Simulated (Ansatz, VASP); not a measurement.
# One calculation of HgH3, two programs

File INCAR:

```
PREC = Accurate ; ENCUT = 600
EDIFF = 1E-6 ; ISMEAR = 0
SIGMA = 0.02 ; LREAL = F
LASPH = T ; NELM = 80
ALGO = Normal ; ISIF = 3
LWAVE = F ; LCHARG = F
GGA = PE ; IBRION = 2
NSW = 100 ; EDIFFG = -0.01
```

KPOINTS

```
regular mesh
0
Gamma
  4 4 4
```

The input POSCAR:

```
HgH3
1.0
    6.2500025057      0.0000000000      0.0000000000
    0.0000000000      6.2500025057      0.0000000000
    0.0000000000      0.0000000000      6.2500025057
Hg H
2 6
Direct
    0.5000000000      0.5000000000      0.5000000000
    0.0000000000      0.0000000000      0.0000000000
    0.0603569171      0.5000000000      0.5000000000
    0.9396430829      0.5000000000      0.5000000000
    0.5000000000      0.0603569171      0.5000000000
    0.5000000000      0.9396430829      0.5000000000
    0.5000000000      0.5000000000      0.0603569171
    0.5000000000      0.5000000000      0.9396430829
```

Input for Ansatz:

```yaml
crystal:
  lattice:
    - [6.2500025057, 0.0, 0.0]
    - [0.0, 6.2500025057, 0.0]
    - [0.0, 0.0, 6.2500025057]
  atoms:
    - { symbol: Hg, position: [0.5, 0.5, 0.5] }
    - { symbol: Hg, position: [0.0, 0.0, 0.0] }
    - { symbol: H, position: [0.0603569171, 0.5, 0.5] }
    - { symbol: H, position: [0.9396430829, 0.5, 0.5] }
    - { symbol: H, position: [0.5, 0.0603569171, 0.5] }
    - { symbol: H, position: [0.5, 0.9396430829, 0.5] }
    - { symbol: H, position: [0.5, 0.5, 0.0603569171] }
    - { symbol: H, position: [0.5, 0.5, 0.9396430829] }
basis:
  ecutwfc: 420
kpoints:
  mp_grid: { grid: [4, 4, 4] }
hamiltonian:
  xc: pbe
scf:
  occupations: { method: gaussian, width: 0.02 }
output:
  forces: true
  stress: true
  eigenvalues: true
relax:
  adjacent_minimum: "off"
  f_tol: 0.01
  max_steps: 80
  cell: { stress_tol: 0.05 }
```

Alike in both runs: task relaxation of cell and atoms; functional PBE; k mesh 4 × 4 × 4; occupations gaussian, width 0.02 eV; no spin polarisation.

|  | VASP | Ansatz |
| --- | --- | --- |
| version | VASP 6.6.1 | Ansatz 0.2.0 |
| potentials or method | VASP PAW PBE potentials, release 64 (Hg, H), cutoff 600 eV | scalar-relativistic, plane waves, PAW |
| valence electrons in the cell | 30 | 46 |

```tsv
	VASP	Ansatz	Ansatz less VASP
gap on the k mesh at the Fermi level, each at its own relaxed structure (eV)	4.64	4.85	+0.210
relaxed volume (Å³/atom)	39.86	46.01	+6.150
relaxed cell length with the largest relative difference (Å)	6.832	7.167	+0.3347
```

One of these differences is far larger than is usual between the two programs; its cause wasn't traced. VASP's potentials hold 30 valence electrons a cell and Ansatz's 46, so a difference there can come from the potentials and not from the codes.

Neither program's run includes spin-orbit coupling. Noted on VASP's run: the volume moved by over 15 % at a fixed basis, so the end points are rough.
